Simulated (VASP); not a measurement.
Set up this calculation in VASP 6.6.1, as the native input.

```yaml
Task: single point
Functional: LDA
Potentials_or_basis: VASP PAW LDA potentials, release 64 (Mg, Ti_sv, O)
Cutoff: 600 eV
k_mesh: 4 × 4 × 4
Occupations: gaussian, width 0.02 eV
Spin: no spin polarisation
Dipole_correction: no
Further_INCAR_settings: ALGO = Normal; EDIFF = 1e-06; NBANDS = 100
```

The structure of Mg2TiO4 lies in POSCAR:

```
Mg2TiO4
1.0
    5.9134054165      0.0000000000      0.0000000000
    0.0000000000      5.9134054165      0.0000000000
    0.0000000000      0.0000000000      8.2961421247
Mg Ti O
8 4 16
Direct
    0.0000000000      0.2486833217      0.0000000000
    0.0000000000      0.7513166783      0.5000000000
    0.2486833217      0.0000000000      0.7500000000
    0.2516087209      0.2516087209      0.3750000000
    0.2516087209      0.7483912791      0.1250000000
    0.7483912791      0.2516087209      0.6250000000
    0.7483912791      0.7483912791      0.8750000000
    0.7513166783      0.0000000000      0.2500000000
    0.2373868424      0.5000000000      0.7500000000
    0.5000000000      0.2373868424      0.0000000000
    0.5000000000      0.7626131576      0.5000000000
    0.7626131576      0.5000000000      0.2500000000
    0.0265981848      0.2622147675      0.7523475891
    0.0265981848      0.7377852325      0.7476524109
    0.2611574831      0.4829854798      0.9838496671
    0.2611574831      0.5170145202      0.5161503329
    0.2622147675      0.0265981848      0.9976524109
    0.2622147675      0.9734018152      0.5023475891
    0.4829854798      0.2611574831      0.7661503329
    0.4829854798      0.7388425169      0.7338496671
    0.5170145202      0.2611574831      0.2338496671
    0.5170145202      0.7388425169      0.2661503329
    0.7377852325      0.9734018152      0.4976524109
    0.7377852325      0.0265981848      0.0023475891
    0.7388425169      0.4829854798      0.0161503329
    0.7388425169      0.5170145202      0.4838496671
    0.9734018152      0.2622147675      0.2476524109
    0.9734018152      0.7377852325      0.2523475891
```

The input as run:

INCAR

```
ALGO = Normal
EDIFF = 1E-6
ENCUT = 600
GGA = CA
GGA_COMPAT = F
ISIF = 2
ISMEAR = 0
LASPH = T
LCHARG = T
LELF = T
LREAL = F
LVHAR = T
LWAVE = F
NBANDS = 100
NELM = 120
PREC = Accurate
SIGMA = 0.02
```

KPOINTS

```
k-points
0
Gamma
  4 4 4
```

Potentials or basis: VASP PAW LDA potentials, release 64 (Mg, Ti_sv, O).

Launch:

```console
$ cat potpaw_LDA.64/Mg/POTCAR potpaw_LDA.64/Ti_sv/POTCAR potpaw_LDA.64/O/POTCAR > POTCAR
$ mpirun -np 1 vasp_std > vasp.out
```

Results of the run:

* Pressure: -0.5 GPa
* Largest force: 0.099 eV/Å
* Band gap on the k mesh: 3.51 eV

It took 38 min on 1 thread of Intel Xeon 8259CL, on a shared host, peak memory 0.63 GiB.
